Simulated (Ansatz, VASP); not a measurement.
# Ga2SnO4: VASP beside Ansatz

```
CELL_PARAMETERS angstrom
0.00000 4.47547 4.47547
4.47547 0.00000 4.47547
4.47547 4.47547 0.00000
ATOMIC_POSITIONS crystal
Ga 0.12500 0.12500 0.62500
Ga 0.12500 0.12500 0.12500
Ga 0.12500 0.62500 0.12500
Ga 0.62500 0.12500 0.12500
Sn 0.50000 0.50000 0.50000
Sn 0.75000 0.75000 0.75000
O 0.89599 0.89599 0.89599
O 0.93796 0.35401 0.35401
O 0.89599 0.89599 0.31204
O 0.35401 0.93796 0.35401
O 0.35401 0.35401 0.35401
O 0.89599 0.31204 0.89599
O 0.35401 0.35401 0.93796
O 0.31204 0.89599 0.89599
```

Alike in both runs: functional PBE; k mesh 3 × 3 × 3; occupations gaussian, width 0.15 eV; no spin polarisation.

Ansatz relaxed the structure, and its values are those at the end. VASP's run is a single point on that final structure, the one shown.

|  | VASP | Ansatz |
| --- | --- | --- |
| version | VASP 6.6.1 | Ansatz 0.2.0 |
| potentials or method | VASP PAW PBE potentials, release 64 (Ga_d, Sn_d, O), cutoff 520 eV | scalar-relativistic, plane waves, PAW |
| valence electrons in the cell | 128 | 128 |

Ansatz gave:

* gap on the k mesh at the Fermi level (eV): 1.44
* least direct gap on the mesh (eV): 1.72
* pressure (GPa): 0.3
* rms of the force components (eV/Å): 0.030

**Question.** What did VASP give for the same quantities?

**Answer.** gap on the k mesh at the Fermi level (eV): 1.43; least direct gap on the mesh (eV): 1.72; pressure (GPa): 0.8; rms of the force components (eV/Å): 0.046.

The functional is the same, so the differences come from potentials, cutoffs and numerics.
